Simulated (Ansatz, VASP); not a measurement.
One calculation of MgS, two programs

Contents of POSCAR:

```
MgS
1.0
    0.0000000000      2.8308768389      2.8308768389
    2.8308768389      0.0000000000      2.8308768389
    2.8308768389      2.8308768389      0.0000000000
Mg S
1 1
Direct
    0.0000000000      0.0000000000      0.0000000000
    0.2500000000      0.2500000000      0.2500000000
```

Contents of INCAR.step1:

```
  ALGO = Normal
  EDIFF = 1E-5
  ENCUT = 520
  GGA = PE
  ISIF = 2
  ISMEAR = 0
  LASPH = T
  LCHARG = F
  LREAL = F
  LWAVE = T
  NBANDS = 11
  NELM = 60
  PREC = Accurate
  SIGMA = 0.01
```

Contents of INCAR.step2:

```
  ALGO = Normal
  EDIFF = 1E-6
  ENCUT = 520
  GGA = PE
  HFSCREEN = 0.2079
  ISIF = 2
  ISMEAR = 0
  ISTART = 1
  LASPH = T
  LCHARG = F
  LHFCALC = T
  LREAL = F
  LWAVE = F
  NBANDS = 11
  NELM = 60
  PREC = Accurate
  PRECFOCK = Normal
  SIGMA = 0.01
```

File KPOINTS:

```
k-points
0
Gamma
  4 4 4
```

Input for Ansatz:

```yaml
crystal:
  lattice:
    - [0.0, 2.8308768389, 2.8308768389]
    - [2.8308768389, 0.0, 2.8308768389]
    - [2.8308768389, 2.8308768389, 0.0]
  atoms:
    - { symbol: Mg, position: [0.0, 0.0, 0.0] }
    - { symbol: S, position: [0.25, 0.25, 0.25] }
kpoints:
  mp_grid: { grid: [4, 4, 4] }
hamiltonian:
  xc: hse06
scf:
  occupations: { method: fixed }
  n_extra_bands: 4
output:
  forces: true
  stress: true
  eigenvalues: true
accuracy: low
```

Alike in both runs: task single point; functional HSE06; k mesh 4 × 4 × 4; no spin polarisation.

|  | VASP | Ansatz |
| --- | --- | --- |
| version | VASP 6.6.1 | Ansatz 0.2.0 |
| potentials or method | VASP PAW PBE potentials, release 64 (Mg, S) | plane waves |
| plane-wave cutoff (eV) | 520 | 420 |
| occupations | gaussian, width 0.01 eV | fixed |
| valence electrons in the cell | 8 | 16 |

|  | VASP | Ansatz | Ansatz less VASP |
| --- | --- | --- | --- |
| gap on the k mesh at the Fermi level (eV) | 4.52 | 4.53 | +0.016 |
| pressure (GPa) | -0.1 | 0.1 | +0.17 |

VASP's potentials hold 8 valence electrons a cell and Ansatz's 16, so a difference there can come from the potentials and not from the codes. Ansatz's warnings: stress exchange threshold loose, stress scf threshold loose.

The k mesh is coarse, so the values compare programs but aren't converged.
